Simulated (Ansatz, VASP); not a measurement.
Two plane-wave programs on MnS

Contents of INCAR:

```
SYSTEM = MnS
PREC = Accurate
ENCUT = 520
EDIFF = 1E-6
ISMEAR = 0
SIGMA = 0.1
LREAL = .FALSE.
LASPH = .TRUE.
NELM = 150
ALGO = Normal
ISIF = 2
LWAVE = .FALSE.
LCHARG = .FALSE.
ISPIN = 2
MAGMOM = 4.04 0
LORBIT = 11
LMAXMIX = 4
GGA = PS
NBANDS = 20
```

Contents of KPOINTS:

```
regular mesh
0
G
  14 14 14
  0 0 0
```

The input POSCAR:

```
MnS
1.0
    0.0000000000      2.4932065519      2.4932065519
    2.4932065519      0.0000000000      2.4932065519
    2.4932065519      2.4932065519      0.0000000000
Mn S
1 1
Direct
    0.0000000000      0.0000000000      0.0000000000
    0.5000000000      0.5000000000      0.5000000000
```

Input for Ansatz:

```yaml
crystal:
  lattice:
    - [0.0, 2.4932065519, 2.4932065519]
    - [2.4932065519, 0.0, 2.4932065519]
    - [2.4932065519, 2.4932065519, 0.0]
  atoms:
    - { symbol: Mn, position: [0.0, 0.0, 0.0], spin: 4.04 }
    - { symbol: S, position: [0.5, 0.5, 0.5] }
basis:
  ecutwfc: 420
kpoints:
  mp_grid: { grid: [14, 14, 14] }
hamiltonian:
  xc: pbesol
scf:
  occupations: { method: gaussian, width: 0.1 }
output:
  forces: true
  stress: true
  eigenvalues: true
  populations: true
magnetization:
  spin_polarized: true
```

Alike in both runs: task single point; functional PBEsol; k mesh 14 × 14 × 14; occupations gaussian, width 0.1 eV; collinear spin.

|  | VASP | Ansatz |
| --- | --- | --- |
| version | VASP 6.6.1 | Ansatz 0.2.0 |
| potentials or method | VASP PAW PBE potentials, release 64 (Mn_pv, S), cutoff 520 eV | scalar-relativistic, plane waves, PAW |
| valence electrons in the cell | 19 | 21 |

VASP gave:

- gap on the k mesh at the Fermi level (eV): none
- pressure (GPa): -1.0
- net moment per atom (μB): 2.13
- size of the moment on the site where the two differ most (μB): 3.91

**Question.** Estimate Ansatz's values.

**Answer.** gap on the k mesh at the Fermi level (eV): none; pressure (GPa): -1.3; net moment per atom (μB): 2.13; size of the moment on the site where the two differ most (μB): 3.80.

VASP's potentials were made for PBE, not for PBEsol. Site moments also hang on the region over which each program counts them. A gap of «none» marks a metal or a gap that the smearing closes. VASP's potentials hold 19 valence electrons a cell and Ansatz's 21, so a difference there can come from the potentials and not from the codes.
